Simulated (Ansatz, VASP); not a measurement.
InP in VASP and in Ansatz

```
In P
1.0
     3.43202    0.00000    0.00000
     0.00000    3.43202    0.00000
     0.00000    0.00000    3.43202
In P
1 1
Direct
  0.50000 0.50000 0.50000
  0.00000 0.00000 0.00000
```

Change from the starting cell: species swapped into the TbRh type (Pm-3m, No. 221).

Alike in both runs: functional PBE; k mesh 6 × 6 × 6; occupations gaussian, width 0.2 eV; no spin polarisation.

Ansatz relaxed the structure, and its values are those at the end. VASP's run is a single point on that final structure, the one shown.

```csv
,VASP,Ansatz
version,VASP 6.6.1,Ansatz 0.2.0
potentials or method,"VASP PAW PBE potentials, release 64 (In_d, P), cutoff 500 eV","scalar-relativistic, plane waves, PAW"
valence electrons in the cell,18,18
```

|  | VASP | Ansatz | Ansatz less VASP |
| --- | --- | --- | --- |
| gap on the k mesh at the Fermi level (eV) | none | none | - |
| pressure (GPa) | 0.4 | 0.5 | +0.04 |

A gap of «none» marks a metal or a gap that the smearing closes.
